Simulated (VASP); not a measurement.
A run of VASP 6.6.1 is set up as follows.

The input INCAR:

```
SYSTEM = Sb
PREC = Accurate
ENCUT = 400
EDIFF = 1E-8
ISMEAR = -1
SIGMA = 0.05
LREAL = .FALSE.
LASPH = .TRUE.
NELM = 120
ALGO = Normal
ISIF = 2
LWAVE = .FALSE.
LCHARG = .FALSE.
GGA = PS
LEFG = .TRUE.
NBANDS = 12
GGA_COMPAT = .FALSE.
```

Contents of KPOINTS:

```
Automatic mesh
0
G
  9 9 9
  0 0 0
```

The input POSCAR:

```
Sb
1.0
    2.1506003320      1.2416496806      3.8188800000
   -2.1506003320      1.2416496806      3.8188800000
    0.0000000000     -2.4832993611      3.8188800000
Sb
2
Direct
    0.2336400000      0.2336400000      0.2336400000
    0.7663600000      0.7663600000      0.7663600000
```

Potentials or basis: VASP PAW PBE potentials, release 64 (Sb).

Run with:

```bash
$ cat potpaw_PBE.64/Sb/POTCAR > POTCAR
$ mpirun -np 1 vasp_std > vasp.out
```

Q: Predict the pressure.

A: -0.4 GPa.

Q: Estimate the band gap on the k mesh.

A: 0.05 eV, indirect (least direct gap 0.51 eV).

Q: Estimate the largest force.

A: 0.067 eV/Å.

Stress tensor (GPa, compression positive):
```
-0.04  0.00  0.00
 0.00 -0.04  0.00
 0.00  0.00 -1.17
```

Caveat: the cell differs from its parent crystal (zz strain of +2 %); without QUAD_EFG the Cq values of the log hold for a quadrupole moment of 1 mb, not for the nuclei; the PAW data sets were made with another functional, which shifts forces and pressure a little; spin-orbit coupling is left out, which moves the levels of the heavy elements. A k mesh can miss the band edges.
